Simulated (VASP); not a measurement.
Crystal: Hf4N.

```xyz
5
Lattice="-2.7658 2.7658 2.7658 2.7658 -2.7658 2.7658 2.7658 2.7658 -2.7658" Properties=species:S:1:pos:R:3 pbc="T T T"
Hf    1.3829    1.3829    1.3829
Hf   -1.3829    1.3829    1.3829
Hf    1.3829    1.3829   -1.3829
Hf    1.3829   -1.3829    1.3829
N     0.0000    0.0000    0.0000
```

| Item | Value |
| --- | --- |
| Program | VASP 6.6.1 |
| Task | relaxation of cell and atoms |
| Functional | PBE |
| Potentials or basis | VASP PAW PBE potentials, release 64 (Hf_pv, N) |
| Cutoff | 600 eV |
| k mesh | 4 × 4 × 4 |
| Occupations | gaussian, width 0.1 eV |
| Spin | no spin polarisation |

At the start: pressure 12.3 GPa; volume 16.93 Å³/atom.

Question: How do energy, volume and symmetry change on relaxing?

Answer: Over 3 steps the energy falls by 57.8 meV/atom and the volume is 18.57 Å³/atom (+9.7 %); space group Im-3m (No. 229, to 0.05 Å).

The path:
| step | energy change (eV) | largest force (eV/Å) | pressure (GPa) | volume (Å³) |
| --- | --- | --- | --- | --- |
| 1 | 0.0000 | 0.0000 | 12.34 | 84.63 |
| 2 | -0.0333 | 0.0000 | -8.61 | 101.63 |
| 3 | -0.2892 | 0.0000 | -0.16 | 92.87 |

Final structure:
```
CELL_PARAMETERS angstrom
-2.85282 2.85282 2.85282
2.85282 -2.85282 2.85282
2.85282 2.85282 -2.85282
ATOMIC_POSITIONS crystal
Hf 0.50000 0.50000 0.50000
Hf 0.50000 0.00000 0.00000
Hf 0.00000 0.00000 0.50000
Hf 0.00000 0.50000 0.00000
N 0.00000 0.00000 0.00000
```

Caveat: the k points lie up to 0.39 Å⁻¹ apart in the final cell.
